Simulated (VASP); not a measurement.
# TaN (Fm-3m) in VASP: single point with PBEsol

Aim: the single point of TaN with PBEsol.

All numbers are computed with VASP 6.6.1; they aren't measurements. Logs are shortened: lines on timing, memory, paths and dates and some standing lists are left out, and cuts for length are marked.

### 1 The cell of the first run

The structure is cubic, space group Fm-3m (No. 225). The conventional cell has a = 4.375 Å, b = 4.375 Å, c = 4.375 Å, α = 90.00°, β = 90.00°, γ = 90.00°. Ta (site symmetry m-3m) has 6 N at 2.19 Å within 2.9 Å. Within 2.9 Å of N (site symmetry m-3m) lie 6 Ta at 2.19 Å.

### 2 Single point, PBEsol

Input file INCAR:

```
PREC     = Accurate       # precision mode
ENCUT    = 700            # plane-wave cutoff, eV
EDIFF    = 1E-6           # SCF threshold, eV
ISMEAR   = 0              # smearing method
SIGMA    = 0.1            # smearing width, eV
LREAL    = False          # projectors in reciprocal space
LASPH    = True           # aspherical terms in the spheres
NELM     = 120            # most SCF steps
ALGO     = Normal         # electronic algorithm
ISIF     = 2              # what is computed and relaxed
LWAVE    = False          # write WAVECAR
LCHARG   = False          # write CHGCAR
GGA      = PS             # functional
NBANDS   = 16             # bands
GGA_COMPAT= False
```

Input file KPOINTS:

```
regular mesh
0
Gamma
  24 24 24
```

Input file POSCAR:

```
TaN
1.0
    0.0000000000      2.1874205795      2.1874205795
    2.1874205795      0.0000000000      2.1874205795
    2.1874205795      2.1874205795      0.0000000000
Ta N
1 1
Direct
    0.5000000000      0.5000000000      0.5000000000
    0.0000000000      0.0000000000      0.0000000000
```

Potentials or basis: VASP PAW PBE potentials, release 64 (Ta_sv_GW, N).

On the command line:

```bash
$ cat potpaw_PBE.64/Ta_sv_GW/POTCAR potpaw_PBE.64/N/POTCAR > POTCAR
$ mpirun -np 1 vasp_std > vasp.out
```

OUTCAR:

```text
PREC = Accurate
   ENCUT = 700
   EDIFF = 1E-6
   ISMEAR = 0
   LREAL = False
   LASPH = True
   NELM = 120
   ISIF = 2
   GGA = PS

 ion  position               nearest neighbor table
   1  0.500  0.500  0.500-   2 2.19   2 2.19   2 2.19   2 2.19   2 2.19   2 2.19
   2  0.000  0.000  0.000-   1 2.19   1 2.19   1 2.19   1 2.19   1 2.19   1 2.19

  LATTYP: Found a face centered cubic cell.
 ALAT       =     4.3748411590

  Lattice vectors:

 A1 = (   0.0000000000,   2.1874205795,   2.1874205795)
 A2 = (   2.1874205795,   0.0000000000,   2.1874205795)
 A3 = (   2.1874205795,   2.1874205795,   0.0000000000)

Analysis of symmetry for initial positions (statically):
=====================================================================
 Subroutine PRICEL returns:
 Original cell was already a primitive cell.

 Routine SETGRP: Setting up the symmetry group for a
 face centered cubic supercell.

 Subroutine GETGRP returns: Found 48 space group operations
 (whereof 48 operations were pure point group operations)
 out of a pool of 48 trial point group operations.

The static configuration has the point symmetry O_h .

Analysis of symmetry for dynamics (positions and initial velocities):
=====================================================================
 Subroutine PRICEL returns:
 Original cell was already a primitive cell.

 Routine SETGRP: Setting up the symmetry group for a
 face centered cubic supercell.

 Subroutine GETGRP returns: Found 48 space group operations
 (whereof 48 operations were pure point group operations)
 out of a pool of 48 trial point group operations.

The dynamic configuration has the point symmetry O_h .

 Subroutine INISYM returns: Found 48 space group operations
 (whereof 48 operations are pure point group operations),
 and found     1 'primitive' translations

----------------------------------------------------------------------------------------

                                     Primitive cell

  volume of cell :      20.9328

  direct lattice vectors                    reciprocal lattice vectors
     0.000000000  2.187420579  2.187420579    -0.228579728  0.228579728  0.228579728
     2.187420579  0.000000000  2.187420579     0.228579728 -0.228579728  0.228579728
     2.187420579  2.187420579  0.000000000     0.228579728  0.228579728 -0.228579728

  length of vectors
     3.093479850  3.093479850  3.093479850     0.395911702  0.395911702  0.395911702

  position of ions in fractional coordinates (direct lattice)
     0.500000000  0.500000000  0.500000000
     0.000000000  0.000000000  0.000000000

  ion indices of the primitive-cell ions
   primitive index   ion index
                 1           1
                 2           2

----------------------------------------------------------------------------------------

 KPOINTS: regular mesh

Automatic generation of k-mesh.
 Grid dimensions read from file:
 generate k-points for:   24   24   24

 Generating k-lattice:

  Cartesian coordinates                     Fractional coordinates (reciprocal lattice)
    -0.009524155  0.009524155  0.009524155     0.041666667  0.000000000  0.000000000
     0.009524155 -0.009524155  0.009524155     0.000000000  0.041666667  0.000000000
     0.009524155  0.009524155 -0.009524155     0.000000000  0.000000000  0.041666667

  Length of vectors
     0.016496321  0.016496321  0.016496321

  Shift w.r.t. Gamma in fractional coordinates (k-lattice)
     0.000000000  0.000000000  0.000000000

 Subroutine IBZKPT returns following result:
 ===========================================

 Found    413 irreducible k-points:

 Following reciprocal coordinates:
            Coordinates               Weight
  0.000000  0.000000  0.000000      1.000000
  0.041667  0.000000  0.000000      8.000000
  0.083333  0.000000  0.000000      8.000000
  0.125000  0.000000  0.000000      8.000000
  0.166667  0.000000  0.000000      8.000000
  0.208333  0.000000  0.000000      8.000000
[... 16 lines left out ...]
  0.416667  0.041667  0.000000     24.000000
  0.458333  0.041667  0.000000     24.000000
 [... further k-points ...]
   k-points           NKPTS =    413   k-points in BZ     NKDIM =    413   number of bands    NBANDS=     16
   number of dos      NEDOS =    301   number of ions     NIONS =      2
   total plane-waves  NPLWV =  21952
   dimension x,y,z NGX =    28 NGY =   28 NGZ =   28
   dimension x,y,z NGXF=    56 NGYF=   56 NGZF=   56
   ions per type =               1   1
   NGX,Y,Z   is equivalent  to a cutoff of  15.05, 15.05, 15.05 a.u.
   NGXF,Y,Z  is equivalent  to a cutoff of  30.09, 30.09, 30.09 a.u.
 SYSTEM =  unknown system
   PREC   = accura    normal or accurate (medium, high low for compatibility)
   ISTART =      0    job   : 0-new  1-cont  2-samecut
   ICHARG =      2    charge: 1-file 2-atom 10-const
   ISPIN  =      1    spin polarized calculation?
   LNONCOLLINEAR =      F non collinear calculations
   LSORBIT =      F    spin-orbit coupling
   LASPH  =      T    aspherical Exc in radial PAW
   ENCUT  =  700.0 eV  51.45 Ry    7.17 a.u.   6.67  6.67  6.67*2*pi/ulx,y,z
   NELM   =    120;   NELMIN=  2; NELMDL= -5     # of ELM steps
   EDIFF  = 0.1E-05   stopping-criterion for ELM
   LREAL  =      F    real-space projection
   EDIFFG = 0.1E-04   stopping-criterion for IOM
   NSW    =      0    number of steps for IOM
   IBRION =     -1    ionic relax: 0-MD 1-quasi-New 2-CG
   NFREE  =      0    steps in history (QN), initial steepest desc. (CG)
   ISIF   =      2    stress and relaxation
   ISYM   =      2    0-nonsym 1-usesym 2-fastsym
   POTIM  = 0.5000    time-step for ionic-motion
   TEBEG  =    0.0;   TEEND  =   0.0 temperature during run
   PSTRESS=    0.0 pullay stress
   NELECT =      18.0000    total number of electrons
   NUPDOWN=      -1.0000    fix difference up-down
   EMIN   =  10.00;   EMAX   =-10.00  energy-range for DOS
   EFERMI =   0.00;   METHOD = LEGACY
   ISMEAR =     0;   SIGMA  =   0.10  broadening in eV -4-tet -1-fermi 0-gaus
   EFERMI_NEDOS =   21; number of points for ismear=-14 and -15
   IALGO  =     38    algorithm
   IMIX   =      4    mixing-type and parameters
     AMIX     =   0.40;   BMIX     =  1.00
     AMIX_MAG =   1.60;   BMIX_MAG =  1.00
  volume/ion in A,a.u.               =      10.47        70.63
  Fermi-wavevector in a.u.,A,eV,Ry     =   1.556766  2.941861 32.974002  2.423521
  Thomas-Fermi vector in A             =   2.660514
   LORBIT       =      0    0 simple, 1 ext, 2 COOP (PROOUT), +10 PAW based schemes
   GGA     = PS    functional components
   LHFCALC =     F    Hartree Fock is set to
   AEXX    =    0.0000 exact exchange contribution
   IVDW    =     0    specifies the selected vdW correction
   LEPSILON=     F    determine dielectric tensor
   LRPA    =     F    only Hartree local field effects (RPA)
 non-spin polarized calculation
 Gauss-broadening in eV      SIGMA  =   0.10
  energy-cutoff  :      700.00
  volume of cell :       20.93
 maximum number of plane-waves:       903
   NGX = 13   NGY = 13   NGZ = 13

 number of electron      18.0000000 magnetization

 Free energy of the ion-electron system (eV)
  ---------------------------------------------------
  ext. energy  EPLUGINS =         0.00000000
  ---------------------------------------------------
  free energy    TOTEN  =       -25.76380880 eV

  energy without entropy =      -25.75902845  energy(sigma->0) =      -25.76141862

 E-fermi :  13.8844     XC(G=0): -14.0506

 val. band max:       13.8827343309   @ k =  -0.1250   0.1250   0.0417
 cond. band min:      13.8860257939   @ k =   0.2500   0.0833   0.0000
 fundamental gap:      0.0032914630
 Fermi energy:        13.8844265152

 k-point     1 :       0.0000    0.0000    0.0000
  band No.  band energies     occupation
      1     -55.5924      2.00000
      2     -21.7689      2.00000
      3     -21.7689      2.00000
      4     -21.7689      2.00000
      5      -5.0317      2.00000
      6      10.0473      2.00000
[... 8 lines left out ...]
     15      23.0223      0.00000
     16      38.3305      0.00000

 k-point     2 :       0.0417    0.0000    0.0000
  band No.  band energies     occupation
      1     -55.5913      2.00000
      2     -21.7858      2.00000
      3     -21.7704      2.00000
      4     -21.7704      2.00000
      5      -4.9877      2.00000
      6       9.7931      2.00000
[... 8 lines left out ...]
     15      23.1564      0.00000
     16      37.4545      0.00000

 k-point     3 :       0.0833    0.0000    0.0000
  band No.  band energies     occupation
      1     -55.5883      2.00000
      2     -21.8351      2.00000
      3     -21.7749      2.00000
      4     -21.7749      2.00000
      5      -4.8577      2.00000
      6       9.2027      2.00000
[... 8 lines left out ...]
     15      23.5460      0.00000
     16      35.9821      0.00000

 k-point     4 :       0.1250    0.0000    0.0000
  band No.  band energies     occupation
      1     -55.5835      2.00000
      2     -21.9126      2.00000
      3     -21.7819      2.00000
      4     -21.7819      2.00000
      5      -4.6481      2.00000
      6       8.4720      2.00000
[... 8 lines left out ...]
     15      24.1514      0.00000
     16      34.4523      0.00000
[... 324 lines left out ...]
 k-point    22 :       0.3750    0.0417    0.0000
  band No.  band energies     occupation
      1     -55.5417      2.00000
      2     -22.5265      2.00000
      3     -21.8531      2.00000
      4     -21.8418      2.00000
      5      -2.6090      2.00000
      6       4.4006      2.00000
[... 8 lines left out ...]
     15      25.7800      0.00000
     16      27.9113      0.00000

 k-point    23 :       0.4167    0.0417    0.0000
  band No.  band energies     occupation
      1     -55.5364      2.00000
      2     -22.6013      2.00000
      3     -21.8584      2.00000
      4     -21.8521      2.00000
      5      -2.2784      2.00000
      6       3.9280      2.00000
[... 8 lines left out ...]
     15      25.6089      0.00000
     16      26.9867      0.00000

 k-point    24 :       0.4583    0.0417    0.0000
  band No.  band energies     occupation
      1     -55.5327      2.00000
      2     -22.6519      2.00000
      3     -21.8609      2.00000
      4     -21.8603      2.00000
      5      -2.0321      2.00000
      6       3.5911      2.00000
[... 8 lines left out ...]
     15      25.5330      0.00000
     16      26.3240      0.00000

 [... further k-points ...]

------------------------ aborting loop because EDIFF is reached ----------------------------------------

  FORCE on cell =-STRESS in cart. coord.  units (eV):
  Direction    XX          YY          ZZ          XY          YZ          ZX
  --------------------------------------------------------------------------------------
  -------------------------------------------------------------------------------------
  Total        0.0261781      0.0261781      0.0261781      0.0000000     -0.0000000      0.0000000
  in kB        2.0036513      2.0036513      2.0036513      0.0000000     -0.0000000      0.0000000
  external PRESSURE =       2.0036513 kB  Pullay stress =       0.0000000 kB

 VOLUME and BASIS-vectors are now :
 -----------------------------------------------------------------------------
  energy-cutoff  :      700.00
  volume of cell :       20.93
      direct lattice vectors                 reciprocal lattice vectors
     0.000000000  2.187420579  2.187420579    -0.228579728  0.228579728  0.228579728
     2.187420579  0.000000000  2.187420579     0.228579728 -0.228579728  0.228579728
     2.187420579  2.187420579  0.000000000     0.228579728  0.228579728 -0.228579728

 POSITION                                       TOTAL-FORCE (eV/Angst)
 -----------------------------------------------------------------------------------
      2.18742      2.18742      2.18742         0.000000     -0.000000     -0.000000
      0.00000      0.00000      0.00000        -0.000000      0.000000      0.000000
 -----------------------------------------------------------------------------------
    total drift:                                0.000000      0.000000      0.000000

  FREE ENERGIE OF THE ION-ELECTRON SYSTEM (eV)
  ---------------------------------------------------
  free  energy   TOTEN  =       -25.7638087968 eV

  energy  without entropy=      -25.7590284486  energy(sigma->0) =      -25.76141862
```

Wall time 2.9 min (1 thread of Intel Xeon Platinum 8375C at 2.90GHz (Ice Lake), shared host); peak memory 0.37 GiB.

Results:

* Free energy: -25.7638 eV
* Pressure: 0.2 GPa
* Band gap on the k mesh: zero (bands 9 and 10 overlap by 4.13 eV)

Caveat: the PAW data sets were made with another functional, which shifts forces and pressure a little; spin-orbit coupling is left out, which moves the levels of the heavy elements.
